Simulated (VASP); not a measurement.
Here is a VASP 6.6.1 calculation.

File INCAR:

```
SYSTEM = W
  PREC = Accurate
  ENCUT = 520
  EDIFF = 1E-6
  ISMEAR = 0
  SIGMA = 0.15
  LREAL = .FALSE.
  LASPH = .TRUE.
  NELM = 60
  ALGO = Fast
  ISIF = 2
  LWAVE = .FALSE.
  LCHARG = .TRUE.
  LELF = .TRUE.
  LVHAR = .TRUE.
  NBANDS = 13
```

File KPOINTS:

```
regular mesh
0
G
  24 24 24
  0 0 0
```

POSCAR

```
W
1.0
   -1.5031168489      1.5031168489      1.8037402187
    1.5031168489     -1.5031168489      1.8037402187
    1.5031168489      1.5031168489     -1.8037402187
W
1
Direct
    0.0000000000      0.0000000000      0.0000000000
```

Potentials or basis: VASP PAW LDA potentials, release 64 (W_sv).

Launch:

```sh
$ cat potpaw_LDA.64/W_sv/POTCAR > POTCAR
$ mpirun -np 1 vasp_std > vasp.out
```

Problem. What does it give for the pressure?

Solution. -11.6 GPa.

Problem. Estimate the band gap on the k mesh.

Solution. Zero (bands 7 and 8 overlap by 5.52 eV).

Stress tensor (GPa, compression positive):
```
 -1.66   0.00   0.00
  0.00  -1.66   0.00
  0.00   0.00 -31.40
```

Caveat: the stress differs along the axes, from -31 to -2 GPa; spin-orbit coupling is left out, which moves the levels of the heavy elements.
